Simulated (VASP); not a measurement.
Write the native input for VASP 6.6.1 that does the following.

```
Task                   : single point
Functional             : r2SCAN
Potentials or basis    : VASP PAW PBE potentials, release 64 (In_d, Se)
Cutoff                 : 520 eV
k mesh                 : 6 × 6 × 6
Occupations            : fermi-dirac, width 0.05 eV
Spin                   : no spin polarisation
Dipole correction      : no
Further INCAR settings : ALGO = Normal; EDIFF = 1e-06; NBANDS = 30
```

The system is In3Se.

```
In Se
1.0
     4.86697    0.00000    0.00000
     0.00000    4.86697    0.00000
     0.00000    0.00000    4.86697
In Se
3 1
Direct
  0.50000 0.50000 0.00000
  0.50000 0.00000 0.50000
  0.00000 0.50000 0.50000
  0.00000 0.00000 0.00000
```

These files were run (other wordings do the same):

POSCAR

```
In3Se
1.0
    4.8669725914      0.0000000000      0.0000000000
    0.0000000000      4.8669725914      0.0000000000
    0.0000000000      0.0000000000      4.8669725914
In Se
3 1
Direct
    0.5000000000      0.5000000000      0.0000000000
    0.5000000000      0.0000000000      0.5000000000
    0.0000000000      0.5000000000      0.5000000000
    0.0000000000      0.0000000000      0.0000000000
```

INCAR.step1

```
SYSTEM = In3Se
PREC     = Accurate       ! precision mode
ENCUT    = 520            ! plane-wave cutoff, eV
ISMEAR   = -1             ! smearing method
SIGMA    = 0.05           ! smearing width, eV
LREAL    = .False.        ! projectors in reciprocal space
LASPH    = .True.         ! aspherical terms in the spheres
NELM     = 100            ! most SCF steps
NBANDS   = 30             ! bands
GGA      = PE             ! functional
ALGO     = Normal         ! electronic algorithm
EDIFF    = 1E-4           ! SCF threshold, eV
LWAVE    = .True.         ! write WAVECAR
LCHARG   = .False.        ! write CHGCAR
```

INCAR.step2

```
SYSTEM = In3Se
PREC     = Accurate       ! precision mode
ENCUT    = 520            ! plane-wave cutoff, eV
EDIFF    = 1E-6           ! SCF threshold, eV
ISMEAR   = -1             ! smearing method
SIGMA    = 0.05           ! smearing width, eV
LREAL    = .False.        ! projectors in reciprocal space
LASPH    = .True.         ! aspherical terms in the spheres
NELM     = 100            ! most SCF steps
ALGO     = Normal         ! electronic algorithm
ISIF     = 2              ! what is computed and relaxed
LWAVE    = .False.        ! write WAVECAR
LCHARG   = .False.        ! write CHGCAR
METAGGA  = R2SCAN         ! meta-GGA
LMIXTAU  = .True.       
NBANDS   = 30             ! bands
ISTART   = 1
```

KPOINTS

```
regular mesh
0
Gamma
  6 6 6
  0 0 0
```

Potentials or basis: VASP PAW PBE potentials, release 64 (In_d, Se).

Run with:

```sh
$ cat potpaw_PBE.64/In_d/POTCAR potpaw_PBE.64/Se/POTCAR > POTCAR
$ cp INCAR.step1 INCAR
$ mpirun -np 1 vasp_std > vasp.out
$ cp INCAR.step2 INCAR
$ mpirun -np 1 vasp_std > vasp.out
```

Results of the run:

```json
{"Pressure": "-2.3 GPa"}
```

Caveat: the PAW data sets were made with another functional, which shifts forces and pressure a little.

It took 99 s on 1 thread of Intel(R) Xeon(R) 6975P-C (Granite Rapids) (shared host), peak memory 0.24 GiB.
